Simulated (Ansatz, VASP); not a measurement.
Sb in VASP and in Ansatz

```
Sb
1.0
     3.11048    0.00000    0.00040
     0.00000    4.39642    0.00000
    -0.00893    0.00000    4.13142
Sb
2
Direct
  0.00018 0.75000 0.74993
  0.99982 0.25000 0.25007
```

Change from the starting cell: strain along c alone, the other axes held, atoms relaxed: -6.0 %.

Alike in both runs: functional PBE; k mesh 14 × 10 × 10; occupations gaussian, width 0.1 eV; no spin polarisation.

Ansatz relaxed the structure, and its values are those at the end. VASP's run is a single point on that final structure, the one shown.

|  | VASP | Ansatz |
| --- | --- | --- |
| version | VASP 6.6.1 | Ansatz 0.2.0 |
| potentials or method | VASP PAW PBE potentials, release 64 (Sb), cutoff 520 eV | scalar-relativistic, plane waves, PAW |
| valence electrons in the cell | 10 | 30 |

|  | VASP | Ansatz | Ansatz less VASP |
| --- | --- | --- | --- |
| gap on the k mesh at the Fermi level (eV) | none | none | - |
| pressure (GPa) | 3.9 | 3.9 | -0.01 |

A gap of «none» marks a metal or a gap that the smearing closes. VASP's potentials hold 10 valence electrons a cell and Ansatz's 30, so a difference there can come from the potentials and not from the codes. Ansatz's warnings: stress scf threshold loose.

Spin-orbit coupling is off throughout.
